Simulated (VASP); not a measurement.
# Al3Cu (P4/mmm) in VASP: further runs, part 2 of 3

VASP 6.6.1. Earlier steps stand in the parts before.

### Step 3. Single point, PBEsol

The input, INCAR:

```
SYSTEM = Al3Cu
  ALGO = Fast
  EDIFF = 1E-6
  ENCUT = 520
  GGA = PS
  ISIF = 2
  ISMEAR = 0
  LASPH = .True.
  LCHARG = .False.
  LREAL = .False.
  LWAVE = .False.
  NBANDS = 18
  NELM = 80
  PREC = Accurate
  SIGMA = 0.1
```

The input, KPOINTS:

```
k-points
0
Gamma
  16 16 6
  0 0 0
```

The input, POSCAR:

```
Al3Cu
1.0
    2.7796830105      0.0000000000      0.0000000000
    0.0000000000      2.7796830105      0.0000000000
    0.0000000000      0.0000000000      7.6029571000
Al Cu
3 1
Direct
    0.0000000000      0.0000000000      0.5000000000
    0.5000000000      0.5000000000      0.2206884227
    0.5000000000      0.5000000000      0.7793115773
    0.0000000000      0.0000000000      0.0000000000
```

Potentials or basis: VASP PAW PBE potentials, release 64 (Al, Cu).

Launch:

```sh
$ cat potpaw_PBE.64/Al/POTCAR potpaw_PBE.64/Cu/POTCAR > POTCAR
$ mpirun -np 1 vasp_std > vasp.out
```

OUTCAR:

```text
SYSTEM = Al3Cu
   EDIFF = 1E-6
   ENCUT = 520
   GGA = PS
   ISIF = 2
   ISMEAR = 0
   LASPH = .True.
   LREAL = .False.
   NELM = 80
   PREC = Accurate

 ion  position               nearest neighbor table
   1  0.000  0.000  0.500-   2 2.89   3 2.89   2 2.89   3 2.89   2 2.89   3 2.89   2 2.89   3 2.89

   2  0.500  0.500  0.221-   4 2.58   4 2.58   4 2.58   4 2.58   1 2.89   1 2.89   1 2.89   1 2.89
                             3 3.36
   3  0.500  0.500  0.779-   4 2.58   4 2.58   4 2.58   4 2.58   1 2.89   1 2.89   1 2.89   1 2.89
                             2 3.36
   4  0.000  0.000  0.000-   2 2.58   3 2.58   2 2.58   3 2.58   2 2.58   3 2.58   2 2.58   3 2.58

  LATTYP: Found a simple tetragonal cell.
 ALAT       =     2.7796830105
 C/A-ratio  =     2.7351885345

  Lattice vectors:

 A1 = (   2.7796830105,   0.0000000000,   0.0000000000)
 A2 = (   0.0000000000,   2.7796830105,   0.0000000000)
 A3 = (   0.0000000000,   0.0000000000,   7.6029571000)

Analysis of symmetry for initial positions (statically):
=====================================================================
 Subroutine PRICEL returns:
 Original cell was already a primitive cell.

 Routine SETGRP: Setting up the symmetry group for a
 simple tetragonal supercell.

 Subroutine GETGRP returns: Found 16 space group operations
 (whereof 16 operations were pure point group operations)
 out of a pool of 16 trial point group operations.

The static configuration has the point symmetry D_4h.

Analysis of symmetry for dynamics (positions and initial velocities):
=====================================================================
 Subroutine PRICEL returns:
 Original cell was already a primitive cell.

 Routine SETGRP: Setting up the symmetry group for a
 simple tetragonal supercell.

 Subroutine GETGRP returns: Found 16 space group operations
 (whereof 16 operations were pure point group operations)
 out of a pool of 16 trial point group operations.

The dynamic configuration has the point symmetry D_4h.

 Subroutine INISYM returns: Found 16 space group operations
 (whereof 16 operations are pure point group operations),
 and found     1 'primitive' translations

----------------------------------------------------------------------------------------

                                     Primitive cell

  volume of cell :      58.7453

  direct lattice vectors                    reciprocal lattice vectors
     2.779683010  0.000000000  0.000000000     0.359753251  0.000000000  0.000000000
     0.000000000  2.779683010  0.000000000     0.000000000  0.359753251  0.000000000
     0.000000000  0.000000000  7.602957100     0.000000000  0.000000000  0.131527771

  length of vectors
     2.779683010  2.779683010  7.602957100     0.359753251  0.359753251  0.131527771

  position of ions in fractional coordinates (direct lattice)
     0.000000000  0.000000000  0.500000000
     0.500000000  0.500000000  0.220688423
     0.500000000  0.500000000  0.779311577
     0.000000000  0.000000000  0.000000000

  ion indices of the primitive-cell ions
   primitive index   ion index
                 1           1
                 2           2
                 3           3
                 4           4

----------------------------------------------------------------------------------------

 KPOINTS: k-points

Automatic generation of k-mesh.
 Grid dimensions read from file:
 generate k-points for:   16   16    6

 Generating k-lattice:

  Cartesian coordinates                     Fractional coordinates (reciprocal lattice)
     0.022484578  0.000000000  0.000000000     0.062500000  0.000000000  0.000000000
     0.000000000  0.022484578  0.000000000     0.000000000  0.062500000  0.000000000
     0.000000000  0.000000000  0.021921295     0.000000000  0.000000000  0.166666667

  Length of vectors
     0.022484578  0.022484578  0.021921295

  Shift w.r.t. Gamma in fractional coordinates (k-lattice)
     0.000000000  0.000000000  0.000000000

 Subroutine IBZKPT returns following result:
 ===========================================

 Found    180 irreducible k-points:

 Following reciprocal coordinates:
            Coordinates               Weight
  0.000000  0.000000  0.000000      1.000000
  0.062500  0.000000  0.000000      4.000000
  0.125000  0.000000  0.000000      4.000000
  0.187500  0.000000  0.000000      4.000000
  0.250000  0.000000  0.000000      4.000000
  0.312500  0.000000  0.000000      4.000000
[... 16 lines left out ...]
  0.437500  0.125000  0.000000      8.000000
  0.500000  0.125000  0.000000      4.000000
 [... further k-points ...]
   k-points           NKPTS =    180   k-points in BZ     NKDIM =    180   number of bands    NBANDS=     18
   number of dos      NEDOS =    301   number of ions     NIONS =      4
   total plane-waves  NPLWV =  34560
   dimension x,y,z NGX =    24 NGY =   24 NGZ =   60
   dimension x,y,z NGXF=    48 NGYF=   48 NGZF=  120
   ions per type =               3   1
   NGX,Y,Z   is equivalent  to a cutoff of  14.35, 14.35, 13.12 a.u.
   NGXF,Y,Z  is equivalent  to a cutoff of  28.71, 28.71, 26.24 a.u.
 SYSTEM =  Al3Cu
   PREC   = accura    normal or accurate (medium, high low for compatibility)
   ISTART =      0    job   : 0-new  1-cont  2-samecut
   ICHARG =      2    charge: 1-file 2-atom 10-const
   ISPIN  =      1    spin polarized calculation?
   LNONCOLLINEAR =      F non collinear calculations
   LSORBIT =      F    spin-orbit coupling
   LASPH  =      T    aspherical Exc in radial PAW
   ENCUT  =  520.0 eV  38.22 Ry    6.18 a.u.   5.17  5.17 14.14*2*pi/ulx,y,z
   NELM   =     80;   NELMIN=  2; NELMDL= -5     # of ELM steps
   EDIFF  = 0.1E-05   stopping-criterion for ELM
   LREAL  =      F    real-space projection
   EDIFFG = 0.1E-04   stopping-criterion for IOM
   NSW    =      0    number of steps for IOM
   IBRION =     -1    ionic relax: 0-MD 1-quasi-New 2-CG
   NFREE  =      0    steps in history (QN), initial steepest desc. (CG)
   ISIF   =      2    stress and relaxation
   ISYM   =      2    0-nonsym 1-usesym 2-fastsym
   POTIM  = 0.5000    time-step for ionic-motion
   TEBEG  =    0.0;   TEEND  =   0.0 temperature during run
   PSTRESS=    0.0 pullay stress
   NELECT =      20.0000    total number of electrons
   NUPDOWN=      -1.0000    fix difference up-down
   EMIN   =  10.00;   EMAX   =-10.00  energy-range for DOS
   EFERMI =   0.00;   METHOD = LEGACY
   ISMEAR =     0;   SIGMA  =   0.10  broadening in eV -4-tet -1-fermi 0-gaus
   EFERMI_NEDOS =   21; number of points for ismear=-14 and -15
   IALGO  =     68    algorithm
   IMIX   =      4    mixing-type and parameters
     AMIX     =   0.40;   BMIX     =  1.00
     AMIX_MAG =   1.60;   BMIX_MAG =  1.00
  volume/ion in A,a.u.               =      14.69        99.11
  Fermi-wavevector in a.u.,A,eV,Ry     =   1.143125  2.160193 17.779212  1.306735
  Thomas-Fermi vector in A             =   2.279821
   LORBIT       =      0    0 simple, 1 ext, 2 COOP (PROOUT), +10 PAW based schemes
   GGA     = PS    functional components
   LHFCALC =     F    Hartree Fock is set to
   AEXX    =    0.0000 exact exchange contribution
   IVDW    =     0    specifies the selected vdW correction
   LEPSILON=     F    determine dielectric tensor
   LRPA    =     F    only Hartree local field effects (RPA)
 non-spin polarized calculation
 RMM-DIIS sequential band-by-band and
 Gauss-broadening in eV      SIGMA  =   0.10
  energy-cutoff  :      520.00
  volume of cell :       58.75
 maximum number of plane-waves:      1612
 NGX is ok and might be reduce to    24
   NGX = 11   NGY = 11   NGZ = 29

 number of electron      20.0000007 magnetization

 Free energy of the ion-electron system (eV)
  ---------------------------------------------------
  ext. energy  EPLUGINS =         0.00000000
  ---------------------------------------------------
  free energy    TOTEN  =       -16.95876339 eV

  energy without entropy =      -16.95048347  energy(sigma->0) =      -16.95462343

 E-fermi :   8.4168     XC(G=0): -10.9428

 val. band max:        8.4162264501   @ k =   0.2500   0.0000   0.5000
 cond. band min:       8.4213563843   @ k =   0.3125   0.1875   0.3333
 fundamental gap:      0.0051299343
 Fermi energy:         8.4167939148

 k-point     1 :       0.0000    0.0000    0.0000
  band No.  band energies     occupation
      1      -2.8050      2.00000
      2      -0.3963      2.00000
      3      -0.1165      2.00000
      4       3.8643      2.00000
      5       3.9462      2.00000
      6       4.7464      2.00000
[... 481 lines left out ...]
      5       4.0627      2.00000
      6       4.1152      2.00000
[... 10 lines left out ...]
     17      16.1832      0.00000
     18      18.1053      0.00000

 [... further k-points ...]
[... 5 lines left out ...]
  --------------------------------------------------------------------------------------
  -------------------------------------------------------------------------------------
  Total       -0.0381556     -0.0381556     -0.0477745      0.0000000      0.0000000      0.0000000
  in kB       -1.0406292     -1.0406292     -1.3029690      0.0000000      0.0000000      0.0000000
  external PRESSURE =      -1.1280758 kB  Pullay stress =       0.0000000 kB

 VOLUME and BASIS-vectors are now :
 -----------------------------------------------------------------------------
  energy-cutoff  :      520.00
  volume of cell :       58.75
      direct lattice vectors                 reciprocal lattice vectors
     2.779683010  0.000000000  0.000000000     0.359753251  0.000000000  0.000000000
     0.000000000  2.779683010  0.000000000     0.000000000  0.359753251  0.000000000
     0.000000000  0.000000000  7.602957100     0.000000000  0.000000000  0.131527771

 POSITION                                       TOTAL-FORCE (eV/Angst)
 -----------------------------------------------------------------------------------
      0.00000      0.00000      3.80148         0.000000     -0.000000      0.000000
      1.38984      1.38984      1.67788         0.000000      0.000000      0.024260
      1.38984      1.38984      5.92507        -0.000000      0.000000     -0.024260
      0.00000      0.00000      0.00000         0.000000     -0.000000      0.000000
 -----------------------------------------------------------------------------------
    total drift:                                0.000000      0.000000     -0.000000

  FREE ENERGIE OF THE ION-ELECTRON SYSTEM (eV)
  ---------------------------------------------------
  free  energy   TOTEN  =       -16.9587633875 eV

  energy  without entropy=      -16.9504834678  energy(sigma->0) =      -16.95462343
```

OSZICAR:

```text
N       E                     dE             d eps       ncg     rms          rms(c)
DAV:   1     0.733060533549E+02    0.73306E+02   -0.83847E+03  6492   0.116E+03
DAV:   2    -0.155537022803E+02   -0.88860E+02   -0.82200E+02  6698   0.213E+02
DAV:   3    -0.198454371042E+02   -0.42917E+01   -0.41431E+01  8842   0.525E+01
DAV:   4    -0.199425736984E+02   -0.97137E-01   -0.96778E-01  9262   0.657E+00
DAV:   5    -0.199451573977E+02   -0.25837E-02   -0.25834E-02  9508   0.107E+00    0.182E+01
RMM:   6    -0.263014964735E+02   -0.63563E+01   -0.69742E+01  8681   0.114E+02    0.168E+01
RMM:   7    -0.175815995770E+02    0.87199E+01   -0.20424E+01  7409   0.656E+01    0.459E+00
RMM:   8    -0.169460785264E+02    0.63552E+00   -0.31120E+00  7611   0.258E+01    0.921E-01
RMM:   9    -0.169602183139E+02   -0.14140E-01   -0.25522E-01  8351   0.266E+00    0.255E-01
RMM:  10    -0.169598296966E+02    0.38862E-03   -0.17607E-02  8114   0.146E+00    0.371E-01
RMM:  11    -0.169606672631E+02   -0.83757E-03   -0.26142E-02  8313   0.206E+00    0.391E-01
RMM:  12    -0.169586783919E+02    0.19889E-02   -0.54992E-03  8640   0.114E+00    0.436E-02
RMM:  13    -0.169587415706E+02   -0.63179E-04   -0.12725E-03  9335   0.299E-01    0.395E-02
RMM:  14    -0.169588897017E+02   -0.14813E-03   -0.32486E-04  8552   0.204E-01    0.801E-02
RMM:  15    -0.169587554604E+02    0.13424E-03   -0.34655E-04  8265   0.261E-01    0.242E-02
RMM:  16    -0.169587644302E+02   -0.89698E-05   -0.83929E-05  8867   0.610E-02    0.287E-02
RMM:  17    -0.169587643474E+02    0.82754E-07   -0.12079E-05  8599   0.289E-02    0.360E-02
RMM:  18    -0.169587633875E+02    0.95988E-06   -0.27618E-06  6459   0.182E-02
   1 F= -.16958763E+02 E0= -.16954623E+02  d E =-.827992E-02
```

It took 2 min on 1 thread of AMD EPYC 9R45 (Zen 5), shared host; peak memory 0.28 GiB.

What came out:

```
Free energy            : -16.9588 eV
Pressure               : -0.1 GPa
Largest force          : 0.024 eV/Å
Band gap on the k mesh : zero (band 10 reaches 12.58 eV, above the bottom of band 11 at 6.49 eV)
```

Forces on the atoms (eV/Å):
```
Al   0.000  0.000  0.000
Al   0.000  0.000  0.024
Al   0.000  0.000 -0.024
Cu   0.000  0.000  0.000
```

Caveat: the PAW data sets were made with another functional, which shifts forces and pressure a little.

### Step 4. Single point, PBEsol (biaxial strain in the a-b plane: +3.0 %)

The input, INCAR:

```
ALGO = Fast
EDIFF = 1E-7
ENCUT = 520
GGA = PS
ISIF = 2
ISMEAR = 0
LASPH = True
LCHARG = False
LREAL = False
LWAVE = False
NBANDS = 18
NELM = 60
PREC = Accurate
SIGMA = 0.1
```

The input, KPOINTS:

```
k-points
0
Gamma
  18 18 8
```

The input, POSCAR:

```
Al3Cu
1.0
    2.8630735006      0.0000000000      0.0000000000
    0.0000000000      2.8630735006      0.0000000000
    0.0000000000      0.0000000000      7.4661038832
Al Cu
3 1
Direct
    0.0000000000      0.0000000000      0.5000000000
    0.5000000000      0.5000000000      0.2198342164
    0.5000000000      0.5000000000      0.7801657836
    0.0000000000      0.0000000000      0.0000000000
```

Potentials or basis: VASP PAW PBE potentials, release 64 (Al, Cu).

Launch:

```sh
$ cat potpaw_PBE.64/Al/POTCAR potpaw_PBE.64/Cu/POTCAR > POTCAR
$ mpirun -np 1 vasp_std > vasp.out
```

OUTCAR:

```text
EDIFF = 1E-7
   ENCUT = 520
   GGA = PS
   ISIF = 2
   ISMEAR = 0
   LASPH = True
   LREAL = False
   NELM = 60
   PREC = Accurate

 ion  position               nearest neighbor table
   1  0.000  0.000  0.500-   2 2.91   3 2.91   2 2.91   3 2.91   2 2.91   3 2.91   2 2.91   3 2.91

   2  0.500  0.500  0.220-   4 2.61   4 2.61   4 2.61   4 2.61   1 2.91   1 2.91   1 2.91   1 2.91
                             3 3.28
   3  0.500  0.500  0.780-   4 2.61   4 2.61   4 2.61   4 2.61   1 2.91   1 2.91   1 2.91   1 2.91
[... 702 lines left out ...]
     18      16.7607      0.00000

 [... further k-points ...]
[... 5 lines left out ...]
  --------------------------------------------------------------------------------------
  -------------------------------------------------------------------------------------
  Total       -2.0587687     -2.0587687      0.0068264      0.0000000     -0.0000000      0.0000000
  in kB      -53.8963217    -53.8963217      0.1787065      0.0000000     -0.0000000      0.0000000
  external PRESSURE =     -35.8713123 kB  Pullay stress =       0.0000000 kB

 VOLUME and BASIS-vectors are now :
 -----------------------------------------------------------------------------
  energy-cutoff  :      520.00
  volume of cell :       61.20
      direct lattice vectors                 reciprocal lattice vectors
     2.863073501  0.000000000  0.000000000     0.349275001  0.000000000  0.000000000
     0.000000000  2.863073501  0.000000000     0.000000000  0.349275001  0.000000000
     0.000000000  0.000000000  7.466103883     0.000000000  0.000000000  0.133938667

 POSITION                                       TOTAL-FORCE (eV/Angst)
 -----------------------------------------------------------------------------------
      0.00000      0.00000      3.73305        -0.000000     -0.000000      0.000000
      1.43154      1.43154      1.64131        -0.000000      0.000000     -0.022459
      1.43154      1.43154      5.82480         0.000000     -0.000000      0.022459
      0.00000      0.00000      0.00000        -0.000000     -0.000000      0.000000
 -----------------------------------------------------------------------------------
    total drift:                                0.000000      0.000000     -0.000000

  FREE ENERGIE OF THE ION-ELECTRON SYSTEM (eV)
  ---------------------------------------------------
  free  energy   TOTEN  =       -16.9194031276 eV

  energy  without entropy=      -16.9122339720  energy(sigma->0) =      -16.91581855
```

It took 4.9 min on 1 thread of Intel Xeon Platinum 8375C at 2.90GHz (Ice Lake), shared host; peak memory 0.4 GiB.

Results:

```yaml
Free_energy: -16.9194 eV
Pressure: -3.6 GPa
Largest_force: 0.022 eV/Å
Band_gap_on_the_k_mesh: zero (band 10 reaches 12.85 eV, above the bottom of band 11 at 5.97 eV)
```

Forces on the atoms (eV/Å):
```
Al   0.000  0.000  0.000
Al   0.000  0.000 -0.022
Al   0.000  0.000  0.022
Cu   0.000  0.000  0.000
```

Levels at points of the mesh, in eV from the Fermi level:
```csv
k point,band 8,band 9,band 10,band 11,band 12,band 13
"(0.00, 0.00, 0.00)",-3.24,-1.16,1.08,5.87,5.87,6.06
"(0.50, 0.00, 0.00)",-3.52,-3.48,-2.25,-1.97,3.06,4.12
"(0.50, 0.50, 0.00)",-0.67,-0.66,0.09,0.09,0.53,0.53
"(0.00, 0.00, 0.50)",-3.24,-3.23,4.91,6.08,6.30,6.50
"(0.50, 0.00, 0.50)",-3.48,-2.61,-0.83,-0.73,0.22,0.94
"(0.50, 0.50, 0.50)",-1.66,-1.66,-0.78,-0.72,0.41,1.14
```

Caveat: the cell differs from its parent crystal (biaxial strain in the a-b plane: +3.0 %); the PAW data sets were made with another functional, which shifts forces and pressure a little.

(Continued in part 3 of 3.)
